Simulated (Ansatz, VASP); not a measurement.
**Two plane-wave programs on TiC**

```
Ti C
1.0
     0.00000   -2.16646   -2.16646
     0.00000    2.16646   -2.16646
     4.33292    0.00000    0.00000
Ti C
2 2
Direct
  0.46538 0.53462 0.50000
  0.03462 0.96538 0.00000
  0.50575 0.49425 0.00000
  0.99425 0.00575 0.50000
```

Change from the starting cell: mode 4 (285.4 1/cm) frozen in, largest displacement -0.150 Å.

Alike in both runs: task single point; functional PBE; k mesh 20 × 20 × 14; occupations gaussian, width 0.15 eV; no spin polarisation.

|  | VASP | Ansatz |
| --- | --- | --- |
| version | VASP 6.6.1 | Ansatz 0.2.0 |
| potentials or method | VASP PAW PBE potentials, release 64 (Ti_sv, C), cutoff 520 eV | scalar-relativistic, plane waves, PAW |
| valence electrons in the cell | 32 | 32 |

|  | VASP | Ansatz | Ansatz less VASP |
| --- | --- | --- | --- |
| gap on the k mesh at the Fermi level (eV) | none | none | - |
| pressure (GPa) | 3.4 | 3.2 | -0.20 |
| traceless stress, the component that is largest in VASP (GPa) | -4.57 | -4.56 | +0.015 |
| rms of the force components (eV/Å) | 0.939 | 0.937 | -0.0016 |

Atom by atom the forces differ by 0.005 eV/Å (rms over components). A gap of «none» marks a metal or a gap that the smearing closes.
